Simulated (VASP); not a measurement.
# Os (Im-3m) in VASP: further runs, part 2 of 2

VASP 6.6.1. Earlier steps stand in the parts before.

## Step 3: Relaxation of cell and atoms, PBE

INCAR reads:

```
SYSTEM = Os
PREC = Accurate
ENCUT = 600
EDIFF = 1E-6
ISMEAR = -1
SIGMA = 0.05
LREAL = .FALSE.
LASPH = .TRUE.
NELM = 100
ALGO = Normal
ISIF = 3
LWAVE = .FALSE.
LCHARG = .FALSE.
GGA = PE
IBRION = 2
NSW = 80
EDIFFG = -0.01
```

KPOINTS reads:

```
regular mesh
0
G
  10 10 10
  0 0 0
```

POSCAR reads:

```
Os
1.0
   -1.5457841597      1.5457841597      1.5457841597
    1.5457841597     -1.5457841597      1.5457841597
    1.5457841597      1.5457841597     -1.5457841597
Os
1
Direct
    0.0000000000      0.0000000000      0.0000000000
```

Potentials or basis: VASP PAW PBE potentials, release 64 (Os).

The run is started by

```
cat potpaw_PBE.64/Os/POTCAR > POTCAR
mpirun -np 1 vasp_std > vasp.out
```

OUTCAR:

```text
SYSTEM = Os
   PREC = Accurate
   ENCUT = 600
   EDIFF = 1E-6
   ISMEAR = -1
   LREAL = .FALSE.
   LASPH = .TRUE.
   NELM = 100
   ISIF = 3
   GGA = PE
   IBRION = 2
   NSW = 80
   EDIFFG = -0.01

 ion  position               nearest neighbor table
   1  0.000  0.000  0.000-

  LATTYP: Found a body centered cubic cell.
 ALAT       =     3.0915683194

  Lattice vectors:

 A1 = (  -1.5457841597,   1.5457841597,   1.5457841597)
 A2 = (   1.5457841597,  -1.5457841597,   1.5457841597)
 A3 = (   1.5457841597,   1.5457841597,  -1.5457841597)

Analysis of symmetry for initial positions (statically):
=====================================================================
 Subroutine PRICEL returns:
 Original cell was already a primitive cell.

 Routine SETGRP: Setting up the symmetry group for a
 body centered cubic supercell.

 Subroutine GETGRP returns: Found 48 space group operations
 (whereof 48 operations were pure point group operations)
 out of a pool of 48 trial point group operations.

The static configuration has the point symmetry O_h .

Analysis of symmetry for dynamics (positions and initial velocities):
=====================================================================
 Subroutine PRICEL returns:
 Original cell was already a primitive cell.

 Routine SETGRP: Setting up the symmetry group for a
 body centered cubic supercell.

 Subroutine GETGRP returns: Found 48 space group operations
 (whereof 48 operations were pure point group operations)
 out of a pool of 48 trial point group operations.

The dynamic configuration has the point symmetry O_h .

 Subroutine INISYM returns: Found 48 space group operations
 (whereof 48 operations are pure point group operations),
 and found     1 'primitive' translations

[... 123 lines left out ...]
 conjugate gradient relaxation of ions
 non-spin polarized calculation
  energy-cutoff  :      600.00
  volume of cell :       14.77
 maximum number of plane-waves:       531
 NGX is ok and might be reduce to    24
   NGX = 11   NGY = 11   NGZ = 11

--------------------------------------- Ionic step        1  -------------------------------------------

 number of electron       8.0000001 magnetization

 Free energy of the ion-electron system (eV)
  ---------------------------------------------------
  ext. energy  EPLUGINS =         0.00000000
  ---------------------------------------------------
  free energy    TOTEN  =       -10.37034022 eV

  energy without entropy =      -10.35930877  energy(sigma->0) =      -10.36482450

------------------------ aborting loop because EDIFF is reached ----------------------------------------

  FORCE on cell =-STRESS in cart. coord.  units (eV):
  Direction    XX          YY          ZZ          XY          YZ          ZX
  --------------------------------------------------------------------------------------
  -------------------------------------------------------------------------------------
  Total        0.0167680      0.0167680      0.0167680      0.0000000      0.0000000      0.0000000
  in kB        1.8183814      1.8183814      1.8183814      0.0000000      0.0000000      0.0000000
  external PRESSURE =       1.8183814 kB  Pullay stress =       0.0000000 kB
[... 57 lines left out ...]
--------------------------------------- Ionic step        3  -------------------------------------------

 number of electron       8.0000001 magnetization

 Free energy of the ion-electron system (eV)
  ---------------------------------------------------
  ext. energy  EPLUGINS =         0.00000000
  ---------------------------------------------------
  free energy    TOTEN  =       -10.37034348 eV

  energy without entropy =      -10.35930356  energy(sigma->0) =      -10.36482352

 E-fermi :   8.9085     XC(G=0): -13.7281

 val. band max:        8.8771511685   @ k =   0.1000   0.0000   0.0000
 cond. band min:       8.9298132328   @ k =  -0.3000   0.3000   0.3000
 fundamental gap:      0.0526620643
 Fermi energy:         8.9085096735

 k-point     1 :       0.0000    0.0000    0.0000
  band No.  band energies     occupation
      1      -1.7888      2.00000
      2       5.6773      2.00000
      3       5.6773      2.00000
      4       5.6773      2.00000
      5       8.8604      1.44734
      6       8.8604      1.44733
      7      25.1325      0.00000
      8      25.1325      0.00000
[... 243 lines left out ...]
 k-point    24 :      -0.3000    0.3000    0.1000
  band No.  band energies     occupation
      1       1.5236      2.00000
      2       4.7068      2.00000
      3       5.3444      2.00000
      4       7.6984      2.00000
      5       9.0426      0.12802
      6       9.6854      0.00000
      7      22.6441      0.00000
      8      25.0035      0.00000

 [... further k-points ...]

------------------------ aborting loop because EDIFF is reached ----------------------------------------

  FORCE on cell =-STRESS in cart. coord.  units (eV):
  Direction    XX          YY          ZZ          XY          YZ          ZX
  --------------------------------------------------------------------------------------
  -------------------------------------------------------------------------------------
  Total        0.0014878      0.0014878      0.0014878      0.0000000      0.0000000      0.0000000
  in kB        0.1612746      0.1612746      0.1612746      0.0000000      0.0000000      0.0000000
  external PRESSURE =       0.1612746 kB  Pullay stress =       0.0000000 kB
[... 16 lines left out ...]
  FREE ENERGIE OF THE ION-ELECTRON SYSTEM (eV)
  ---------------------------------------------------
  free  energy   TOTEN  =       -10.3703434798 eV

  energy  without entropy=      -10.3593035576  energy(sigma->0) =      -10.36482352

 reached required accuracy - stopping structural energy minimisation
```

OSZICAR:

```text
N       E                     dE             d eps       ncg     rms          rms(c)
DAV:   1     0.387114887380E+02    0.38711E+02   -0.46135E+03   760   0.104E+03
DAV:   2    -0.995184287602E+01   -0.48663E+02   -0.47814E+02   800   0.235E+02
DAV:   3    -0.110002481455E+02   -0.10484E+01   -0.10427E+01   920   0.336E+01
DAV:   4    -0.110043473867E+02   -0.40992E-02   -0.40904E-02  1064   0.221E+00
[... 15 lines left out ...]
       N       E                     dE             d eps       ncg     rms          rms(c)
DAV:   1    -0.103704522669E+02   -0.17373E-03   -0.32645E-03   752   0.502E-01    0.136E-01
DAV:   2    -0.103703587477E+02    0.93519E-04   -0.16860E-04   888   0.130E-01    0.523E-02
DAV:   3    -0.103703426486E+02    0.16099E-04   -0.73807E-05   936   0.805E-02    0.405E-03
DAV:   4    -0.103703434798E+02   -0.83119E-06   -0.79811E-07   672   0.636E-03
   3 F= -.10370343E+02 E0= -.10364824E+02  d E =-.325829E-05
```

Wall time 6.8 s (1 thread of Intel Xeon Platinum 8488C (Sapphire Rapids), shared host); peak memory 0.14 GiB.

What came out:

| Item | Value |
| --- | --- |
| Free energy | -10.3703 eV |
| Relaxed volume | 14.78 Å³/atom |
| Relaxed cell | a = 2.678 Å, b = 2.678 Å, c = 2.678 Å, α = 109.47°, β = 109.47°, γ = 109.47° |
| Space group after relaxing (to 0.05 Å) | Im-3m (No. 229) |
| Energy gained by relaxing | 0.0 meV/atom |
| Ionic steps | 3 |
| Pressure after relaxing | 0.0 GPa |
| Band gap on the k mesh | zero (band 4 reaches 11.26 eV, above the bottom of band 5 at 7.26 eV) |

Final structure:
```xyz
1
Lattice="-1.5460 1.5460 1.5460 1.5460 -1.5460 1.5460 1.5460 1.5460 -1.5460" Properties=species:S:1:pos:R:3 pbc="T T T"
Os    0.0000    0.0000    0.0000
```

Caveat: spin-orbit coupling is left out, which moves the levels of the heavy elements.
